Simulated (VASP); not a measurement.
AlCo: elastic constants with PBEsol

Crystal: AlCo.

```
CELL_PARAMETERS angstrom
2.77964 0.00000 0.00000
0.00000 2.77964 0.00000
0.00000 0.00000 2.77964
ATOMIC_POSITIONS crystal
Al 0.00000 0.00000 0.00000
Co 0.50000 0.50000 0.50000
```

- Program: VASP 6.6.1
- Task: elastic constants
- Functional: PBEsol
- Potentials or basis: VASP PAW PBE potentials, release 64 (Al, Co)
- Cutoff: 600 eV
- k mesh: 16 × 16 × 16
- Occupations: fermi-dirac, width 0.1 eV
- Spin: no spin polarisation
- Dipole correction: no
- Ions in elastic constants: relaxed
- Further INCAR settings: ALGO = Normal; EDIFF = 1e-08; NBANDS = 13; IBRION = 6; POTIM = 0.015; NSW = 1; ISIF = 3

* Elastic constants C11, C12, C44: 356, 160, 175 GPa
* Voigt bulk modulus: 225 GPa
* Highest phonon frequency at Γ: 369 cm⁻¹

Phonon frequencies in cm⁻¹ (negative: imaginary):
```
              q point        frequencies
(0.000, 0.000, 0.000)  0 0 0 369 369 369
```

Elastic tensor in Voigt notation (GPa, in the Cartesian axes of the cell as first typed):
```
356 160 160   0   0   0
160 356 160   0   0   0
160 160 356   0   0   0
  0   0   0 175   0   0
  0   0   0   0 175   0
  0   0   0   0   0 175
```

Clamped-ion elastic tensor (GPa):
```
356 160 160   0   0   0
160 356 160   0   0   0
160 160 356   0   0   0
  0   0   0 175   0   0
  0   0   0   0 175   0
  0   0   0   0   0 175
```

Wall time 21 min on 1 thread of Intel(R) Xeon(R) Platinum 8488C (Sapphire Rapids), with other jobs on the host, peak memory 0.75 GiB.

Caveat: the cell is under stress, which shifts elastic constants; the PAW data sets were made with another functional, which shifts forces and pressure a little; the run has no spin polarisation, though such a crystal can be magnetic. Spin polarisation is off, so any magnetic state and its effect on volume and gap are missing.
